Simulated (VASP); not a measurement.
AlFe:

```
Al Fe
1.0
     2.91000    0.00000    0.00000
     0.00000    2.91000    0.00000
     0.00000    0.00000    2.91000
Al Fe
1 1
Direct
  0.00000 0.00000 0.00000
  0.50000 0.50000 0.50000
```

Base run:

```yaml
Program: VASP 6.6.1
Functional: r2SCAN
Potentials_or_basis: VASP PAW PBE potentials, release 64 (Al, Fe)
Cutoff: 520 eV
k_mesh: 11 × 11 × 11
Occupations: fermi-dirac, width 0.05 eV
Spin: collinear spin, ferromagnetic start
Starting_moments: "[0.0, 3.0] μB"
```

Its results: pressure -10.6 GPa; net moment 0.80 μB per cell; site moments Al -0.04; Fe +0.91 μB.

Question: The run is repeated on the same cell with these changes: functional from r2SCAN to PBE; further incar settings from ALGO = Normal; EDIFF = 1e-08; NBANDS = 16 to ALGO = Normal; EDIFF = 1e-06; NBANDS = 16. What comes out?

Answer: Pressure -6.0 GPa; net moment 0.71 μB per cell; site moments Al -0.03; Fe +0.75 μB.

Caveats: the PAW data sets were made with another functional, which shifts forces and pressure a little (some runs).
